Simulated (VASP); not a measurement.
# Al9O in VASP: a series of runs

Runs on Al9O. Level: PBE. Tasks: single point.

Program: VASP 6.6.1. These are calculated values, not measurements. Logs are shortened: lines on timing, memory, paths and dates and some standing lists are left out, and cuts for length are marked.

## Step 1: The cell of the first run

The cell holds a slab with vacuum, 10 atoms: a = 2.854 Å, b = 9.806 Å, c = 20.290 Å, α = 90.00°, β = 90.00°, γ = 98.37°.

## Step 2: Single point, PBE

Input file INCAR:

```
ALGO = Normal
DIPOL = 0.5 0.5 0.337
EDIFF = 1E-6
ENCUT = 520
GGA = PE
GGA_COMPAT = F
IDIPOL = 3
ISIF = 2
ISMEAR = 0
LASPH = T
LCHARG = F
LDIPOL = T
LREAL = F
LWAVE = F
NBANDS = 28
NELM = 120
NELMDL = -8
PREC = Accurate
SIGMA = 0.1
```

Input file KPOINTS:

```
k-points
0
Gamma
  9 3 1
```

Input file POSCAR:

```
Al9O
1.0
    2.8535431553      0.0000000000      0.0000000000
   -1.4267715777      9.7014842378      0.0000000000
    0.0000000000      0.0000000000     20.2903703566
Al O
9 1
Direct
    0.5324432082      0.0648864163      0.1971378506
    0.6709612116      0.3419224231      0.2462112387
    0.2986648122      0.5973296244      0.2560259163
    0.9263684129      0.8527368258      0.2658405940
    0.0639544175      0.1277109188      0.3154271765
    0.1995835182      0.4042231282      0.3707799904
    0.8288001109      0.6596656509      0.3785021740
    0.4526153906      0.9110819271      0.3874246327
    0.0947263269      0.1860990049      0.4552427429
    0.5924854425      0.1814072012      0.5000571088
```

Potentials or basis: VASP PAW PBE potentials, release 64 (Al, O).

Run with:

```
$ cat potpaw_PBE.64/Al/POTCAR potpaw_PBE.64/O/POTCAR > POTCAR
$ mpirun -np 1 vasp_std > vasp.out
```

OUTCAR:

```text
EDIFF = 1E-6
   ENCUT = 520
   GGA = PE
   ISIF = 2
   ISMEAR = 0
   LASPH = T
   LREAL = F
   NELM = 120
   NELMDL = -8
   PREC = Accurate

 ion  position               nearest neighbor table
   1  0.532  0.065  0.197-   5 2.86   5 2.86   2 2.87   4 2.87   4 2.87
   2  0.671  0.342  0.246-   3 2.87   3 2.87   1 2.87   5 2.89   5 2.89   6 2.96   6 2.97
   3  0.299  0.597  0.256-   2 2.87   2 2.87   4 2.87   4 2.87   7 2.93   7 2.93   6 2.99
   4  0.926  0.853  0.266-   5 2.85   1 2.87   1 2.87   3 2.87   3 2.87   8 2.90   8 2.91   7 2.96

   5  0.064  0.128  0.315-   4 2.85   1 2.86   1 2.86   2 2.89   2 2.89   9 2.89   6 2.91   8 2.93
                             8 2.93
   6  0.200  0.404  0.371-   9 2.72   7 2.86   7 2.87   5 2.91   2 2.96   2 2.97   3 2.99
   7  0.829  0.660  0.379-   8 2.83   8 2.83   6 2.86   6 2.87   3 2.93   3 2.93   4 2.96
   8  0.453  0.911  0.387-   7 2.83   7 2.83   4 2.90   4 2.91   5 2.93   5 2.93   9 3.32   9 3.33

   9  0.095  0.186  0.455-  10 1.69  10 1.69   6 2.72   5 2.89   8 3.32   8 3.33
  10  0.592  0.181  0.500-   9 1.69   9 1.69

  LATTYP: Found a base centered orthorhombic cell.
 ALAT       =     2.8535431553
 B/A-ratio  =     6.7996057601
 C/A-ratio  =     7.1105882239

  Lattice vectors:

 A1 = (   1.4267715777,  -9.7014842378,   0.0000000000)
 A2 = (   1.4267715776,   9.7014842378,   0.0000000000)
 A3 = (   0.0000000000,   0.0000000000,  20.2903703566)

Analysis of symmetry for initial positions (statically):
=====================================================================
 Subroutine PRICEL returns:
 Original cell was already a primitive cell.

 Routine SETGRP: Setting up the symmetry group for a
 base centered orthorhombic supercell.

 Subroutine GETGRP returns: Found  1 space group operations
 (whereof  1 operations were pure point group operations)
 out of a pool of  8 trial point group operations.

The static configuration has the point symmetry C_1 .

Analysis of symmetry for dynamics (positions and initial velocities):
=====================================================================
 Subroutine PRICEL returns:
 Original cell was already a primitive cell.

 Routine SETGRP: Setting up the symmetry group for a
 base centered orthorhombic supercell.

 Subroutine GETGRP returns: Found  1 space group operations
 (whereof  1 operations were pure point group operations)
 out of a pool of  8 trial point group operations.

The dynamic configuration has the point symmetry C_1 .

 Subroutine INISYM returns: Found  1 space group operations
[... 139 lines left out ...]
   ISMEAR =     0;   SIGMA  =   0.10  broadening in eV -4-tet -1-fermi 0-gaus
   EFERMI_NEDOS =   21; number of points for ismear=-14 and -15
   IALGO  =     38    algorithm
   IMIX   =      4    mixing-type and parameters
     AMIX     =   0.40;   BMIX     =  1.00
     AMIX_MAG =   1.60;   BMIX_MAG =  1.00
  volume/ion in A,a.u.               =      56.17       379.06
  Fermi-wavevector in a.u.,A,eV,Ry     =   0.636417  1.202654  5.510726  0.405027
  Thomas-Fermi vector in A             =   1.701081
   LORBIT       =      0    0 simple, 1 ext, 2 COOP (PROOUT), +10 PAW based schemes
   GGA     = PE    functional components
   LHFCALC =     F    Hartree Fock is set to
   AEXX    =    0.0000 exact exchange contribution
   IVDW    =     0    specifies the selected vdW correction
   LEPSILON=     F    determine dielectric tensor
   LRPA    =     F    only Hartree local field effects (RPA)
 non-spin polarized calculation
 Gauss-broadening in eV      SIGMA  =   0.10
  energy-cutoff  :      520.00
  volume of cell :      561.71
 maximum number of plane-waves:     15170
 NGX is ok and might be reduce to    24
   NGX = 11   NGY = 37   NGZ = 75

 number of electron      33.0000000 magnetization

 dipolmoment           0.000000      0.000000      0.204222 electrons x Angstroem

 Free energy of the ion-electron system (eV)
  ---------------------------------------------------
  ext. energy  EPLUGINS =         0.00000000
  ---------------------------------------------------
  free energy    TOTEN  =       -39.51301462 eV

  energy without entropy =      -39.48763854  energy(sigma->0) =      -39.50032658

 E-fermi :  -1.1948     XC(G=0):  -3.8167

 val. band max:       -1.2520423749   @ k =   0.2222   0.3333   0.0000
 cond. band min:      -1.1924066833   @ k =   0.0000   0.0000   0.0000
 fundamental gap:      0.0596356916
 Fermi energy:        -1.1948033207

 k-point     1 :       0.0000    0.0000    0.0000
  band No.  band energies     occupation
      1     -20.0143      2.00000
      2     -11.1026      2.00000
      3      -9.6220      2.00000
      4      -9.4922      2.00000
      5      -8.5006      2.00000
      6      -7.0865      2.00000
[... 423 lines left out ...]
     27       3.3344      0.00000
     28       3.5988      0.00000

------------------------ aborting loop because EDIFF is reached ----------------------------------------

 vacuum level on the upper side and lower side of the slab       (xc-potential included)         0.587        -0.712

  FORCE on cell =-STRESS in cart. coord.  units (eV):
  Direction    XX          YY          ZZ          XY          YZ          ZX
  --------------------------------------------------------------------------------------
  -------------------------------------------------------------------------------------
  Total       -3.0217993     -5.4040152     -0.3761449      0.4933976     -0.9118528      0.0377464
  in kB       -8.6191333    -15.4139711     -1.0728849      1.4073269     -2.6008943      0.1076648
  external PRESSURE =      -8.3686631 kB  Pullay stress =       0.0000000 kB

 VOLUME and BASIS-vectors are now :
 -----------------------------------------------------------------------------
  energy-cutoff  :      520.00
  volume of cell :      561.71
      direct lattice vectors                 reciprocal lattice vectors
     2.853543155  0.000000000  0.000000000     0.350441520  0.051538506  0.000000000
    -1.426771578  9.701484238  0.000000000     0.000000000  0.103077011  0.000000000
     0.000000000  0.000000000 20.290370357     0.000000000  0.000000000  0.049284463

 POSITION                                       TOTAL-FORCE (eV/Angst)
 -----------------------------------------------------------------------------------
      1.42677      0.62949      4.00000        -0.007727      0.193135     -0.031282
      1.42677      3.31715      4.99572         0.005605      0.111089      0.054685
     -0.00000      5.79498      5.19486        -0.002237     -0.118883      0.025092
      1.42677      8.27281      5.39400        -0.005788     -0.267652     -0.127683
      0.00028      1.23899      6.40013        -0.003374      0.155065      0.448840
     -0.00721      3.92156      7.52326        -0.005663      0.279058     -0.365716
      1.42382      6.39974      7.67995         0.004430     -0.136658      0.025383
     -0.00835      8.83885      7.86099         0.011050      0.008362     -0.004314
      0.00478      1.80544      9.23704         0.012047      0.020676     -0.029650
      1.43186      1.75992     10.14634        -0.008344     -0.244191      0.004646
 -----------------------------------------------------------------------------------
    total drift:                               -0.000059      0.000012     -0.000383

  FREE ENERGIE OF THE ION-ELECTRON SYSTEM (eV)
  ---------------------------------------------------
  free  energy   TOTEN  =       -39.5130146209 eV

  energy  without entropy=      -39.4876385384  energy(sigma->0) =      -39.50032658

 vacuum level on the upper side and lower side of the slab         4.235         2.892
```

stdout:

```text
POSCAR found type information on POSCAR AlO
 POSCAR found :  2 types and      10 ions
 scaLAPACK will be used
 LDA part: xc-table for (Slater+PW92), standard interpolation
 -----------------------------------------------------------------------------
|                                                                             |
|           W    W    AA    RRRRR   N    N  II  N    N   GGGG   !!!           |
|           W    W   A  A   R    R  NN   N  II  NN   N  G    G  !!!           |
|           W    W  A    A  R    R  N N  N  II  N N  N  G       !!!           |
|           W WW W  AAAAAA  RRRRR   N  N N  II  N  N N  G  GGG   !            |
|           WW  WW  A    A  R   R   N   NN  II  N   NN  G    G                |
|           W    W  A    A  R    R  N    N  II  N    N   GGGG   !!!           |
|                                                                             |
|     Your reciprocal lattice and k-lattice belong to different lattice       |
|     classes:                                                                |
|                                                                             |
|        The reciprocal lattice is base centered orthorhombic,                |
|        whereas your k-lattice is simple monoclinic.                         |
|                                                                             |
|     Results are often still useful ...                                      |
|                                                                             |
 -----------------------------------------------------------------------------

 POSCAR, INCAR and KPOINTS ok, starting setup
 FFT: planning ... GRIDC
 FFT: planning ... GRID_SOFT
 FFT: planning ... GRID
 WAVECAR not read
 entering main loop
```

Run time: 17 min. Hardware: 1 thread of Intel Xeon 8259CL, shared host; peak memory 0.69 GiB.

What came out:

| Property | Result |
| --- | --- |
| Free energy | -39.5130 eV |
| Largest force | 0.475 eV/Å |
| Band gap on the k mesh | zero (an odd number of electrons rules out a gap without spin polarisation) |

Forces on the atoms (eV/Å):
```
Al  -0.008  0.193 -0.031
Al   0.006  0.111  0.055
Al  -0.002 -0.119  0.025
Al  -0.006 -0.268 -0.128
Al  -0.003  0.155  0.449
Al  -0.006  0.279 -0.366
Al   0.004 -0.137  0.025
Al   0.011  0.008 -0.004
Al   0.012  0.021 -0.030
O   -0.008 -0.244  0.005
```

Caveat: an odd number of electrons without spin polarisation forces a metal; a magnetic or distorted state may lie lower.

## Step 3: Single point, PBE

Input file INCAR:

```
SYSTEM = Al9O
ALGO = Normal
DIPOL = 0.5 0.5 0.336
EDIFF = 1E-6
ENCUT = 520
GGA = PE
GGA_COMPAT = .False.
IDIPOL = 3
ISIF = 2
ISMEAR = 0
LASPH = .True.
LCHARG = .False.
LDIPOL = .True.
LREAL = .False.
LWAVE = .False.
NBANDS = 28
NELM = 120
NELMDL = -8
PREC = Accurate
SIGMA = 0.1
```

Input file KPOINTS:

```
k-points
0
Gamma
  9 3 1
  0 0 0
```

POSCAR, as its differences from that of step 2:

```diff
@@ -16,3 +16,3 @@
     0.4526153906      0.9110819271      0.3874246327
-    0.0947263269      0.1860990049      0.4552427429
-    0.5924854425      0.1814072012      0.5000571088
+    0.5987897996      0.1940915694      0.4482057722
+    1.0924854425      0.1814072012      0.4936222744
```

Potentials or basis: VASP PAW PBE potentials, release 64 (Al, O).

Run with:

```
$ cat potpaw_PBE.64/Al/POTCAR potpaw_PBE.64/O/POTCAR > POTCAR
$ mpirun -np 1 vasp_std > vasp.out
```

OUTCAR:

```text
SYSTEM = Al9O
   EDIFF = 1E-6
   ENCUT = 520
   GGA = PE
   ISIF = 2
   ISMEAR = 0
   LASPH = .True.
   LREAL = .False.
   NELM = 120
   NELMDL = -8
   PREC = Accurate

 ion  position               nearest neighbor table
   1  0.532  0.065  0.197-   5 2.86   5 2.86   2 2.87   4 2.87   4 2.87
   2  0.671  0.342  0.246-   3 2.87   3 2.87   1 2.87   5 2.89   5 2.89   6 2.96   6 2.97
   3  0.299  0.597  0.256-   2 2.87   2 2.87   4 2.87   4 2.87   7 2.93   7 2.93   6 2.99
   4  0.926  0.853  0.266-   5 2.85   1 2.87   1 2.87   3 2.87   3 2.87   8 2.90   8 2.91   7 2.96

   5  0.064  0.128  0.315-   4 2.85   1 2.86   1 2.86   2 2.89   2 2.89   6 2.91   8 2.93   8 2.93
                             9 3.11   9 3.12
   6  0.200  0.404  0.371-   7 2.86   7 2.87   5 2.91   9 2.94   9 2.95   2 2.96   2 2.97   3 2.99

   7  0.829  0.660  0.379-   8 2.83   8 2.83   6 2.86   6 2.87   3 2.93   3 2.93   4 2.96
   8  0.453  0.911  0.387-   7 2.83   7 2.83   4 2.90   4 2.91   5 2.93   5 2.93   9 3.01
   9  0.599  0.194  0.448-  10 1.70  10 1.70   6 2.94   6 2.95   8 3.01   5 3.11   5 3.12
  10  0.092  0.181  0.494-   9 1.70   9 1.70

[... 657 lines left out ...]

 vacuum level on the upper side and lower side of the slab       (xc-potential included)         0.604        -0.707

  FORCE on cell =-STRESS in cart. coord.  units (eV):
  Direction    XX          YY          ZZ          XY          YZ          ZX
  --------------------------------------------------------------------------------------
  -------------------------------------------------------------------------------------
  Total       -3.6089118     -5.8218524     -0.1622141      1.1399389     -0.2481726      0.0358507
  in kB      -10.2937651    -16.6057758     -0.4626862      3.2514685     -0.7078672      0.1022576
  external PRESSURE =      -9.1207424 kB  Pullay stress =       0.0000000 kB

 VOLUME and BASIS-vectors are now :
 -----------------------------------------------------------------------------
  energy-cutoff  :      520.00
  volume of cell :      561.71
      direct lattice vectors                 reciprocal lattice vectors
     2.853543155  0.000000000  0.000000000     0.350441520  0.051538506  0.000000000
    -1.426771578  9.701484238  0.000000000     0.000000000  0.103077011  0.000000000
     0.000000000  0.000000000 20.290370357     0.000000000  0.000000000  0.049284463

 POSITION                                       TOTAL-FORCE (eV/Angst)
 -----------------------------------------------------------------------------------
      1.42677      0.62949      4.00000         0.006916      0.129011     -0.035158
      1.42677      3.31715      4.99572         0.007434      0.135668     -0.036606
     -0.00000      5.79498      5.19486        -0.029016     -0.177874      0.051904
      1.42677      8.27281      5.39400         0.007019     -0.170772     -0.141671
      0.00028      1.23899      6.40013        -0.009284      0.157954      0.447921
     -0.00721      3.92156      7.52326        -0.010201      0.124850     -0.188956
      1.42382      6.39974      7.67995         0.010275     -0.055739      0.063666
     -0.00835      8.83885      7.86099         0.008819     -0.143880     -0.158800
      1.43175      1.88298      9.09426         0.009568     -0.004577     -0.016385
      0.00508      1.75992     10.01578        -0.001529      0.005359      0.014085
 -----------------------------------------------------------------------------------
    total drift:                               -0.000041      0.000001      0.000017

  FREE ENERGIE OF THE ION-ELECTRON SYSTEM (eV)
  ---------------------------------------------------
  free  energy   TOTEN  =       -39.4308640617 eV

  energy  without entropy=      -39.4101039350  energy(sigma->0) =      -39.42048400

 vacuum level on the upper side and lower side of the slab         4.231         2.884
```

OSZICAR:

```text
N       E                     dE             d eps       ncg     rms          rms(c)
DAV:   1     0.158997163668E+03    0.15900E+03   -0.96212E+03   784   0.805E+02
DAV:   2    -0.143876793888E+02   -0.17338E+03   -0.16233E+03  1140   0.154E+02
DAV:   3    -0.423936731485E+02   -0.28006E+02   -0.27402E+02  1064   0.598E+01
[... 21 lines left out ...]
DAV:  25    -0.394308516997E+02   -0.22780E-04   -0.11195E-06   812   0.271E-03    0.578E-04
DAV:  26    -0.394308608011E+02   -0.91014E-05   -0.46626E-07   692   0.181E-03    0.310E-04
DAV:  27    -0.394308626800E+02   -0.18789E-05   -0.48738E-08   680   0.847E-04    0.202E-04
DAV:  28    -0.394308638126E+02   -0.11326E-05   -0.37541E-08   596   0.949E-04    0.117E-04
DAV:  29    -0.394308640617E+02   -0.24906E-06   -0.11689E-08   628   0.449E-04
   1 F= -.39430864E+02 E0= -.39420484E+02  d E =-.207601E-01
```

Run time: 20 min. Hardware: 1 thread of Intel Xeon 8259CL, shared host; peak memory 0.68 GiB.

Results:

- Free energy: -39.4309 eV
- Largest force: 0.475 eV/Å
- Band gap on the k mesh: zero (an odd number of electrons rules out a gap without spin polarisation)

Forces on the atoms (eV/Å):
```
Al   0.007  0.129 -0.035
Al   0.007  0.136 -0.037
Al  -0.029 -0.178  0.052
Al   0.007 -0.171 -0.142
Al  -0.009  0.158  0.448
Al  -0.010  0.125 -0.189
Al   0.010 -0.056  0.064
Al   0.009 -0.144 -0.159
Al   0.010 -0.005 -0.016
O   -0.002  0.005  0.014
```

Caveat: an odd number of electrons without spin polarisation forces a metal; a magnetic or distorted state may lie lower.
